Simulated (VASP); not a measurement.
Input of a VASP 6.6.1 run:

Contents of INCAR:

```
PREC = Accurate
ENCUT = 520
EDIFF = 1E-6
ISMEAR = 0
SIGMA = 0.1
LREAL = False
LASPH = True
NELM = 60
ALGO = Fast
ISIF = 2
LWAVE = False
LCHARG = False
GGA = PE
NBANDS = 19
```

File KPOINTS:

```
Automatic mesh
0
Gamma
  6 6 4
```

File POSCAR:

```
Ti
1.0
    2.0636001901     -2.0672216317      0.0000000000
    2.0636001901      2.0672216317      0.0000000000
    0.0000000000      0.0000000000      4.0875799052
Ti
2
Direct
    0.2500000000      0.7500000000      0.2500167068
    0.7500000000      0.2500000000      0.7499832932
```

Potentials or basis: VASP PAW PBE potentials, release 64 (Ti_sv).

Launch:

```sh
$ cat potpaw_PBE.64/Ti_sv/POTCAR > POTCAR
$ mpirun -np 1 vasp_std > vasp.out
```

What does it give for the pressure?

-0.2 GPa.

Estimate the band gap on the k mesh.

zero (band 12 reaches 9.00 eV, above the bottom of band 13 at 7.78 eV).

Stress tensor (GPa, compression positive):
```
-0.23  0.00  0.00
 0.00 -0.32  0.00
 0.00  0.00 -0.03
```

Caveat: the k points lie up to 0.38 Å⁻¹ apart.
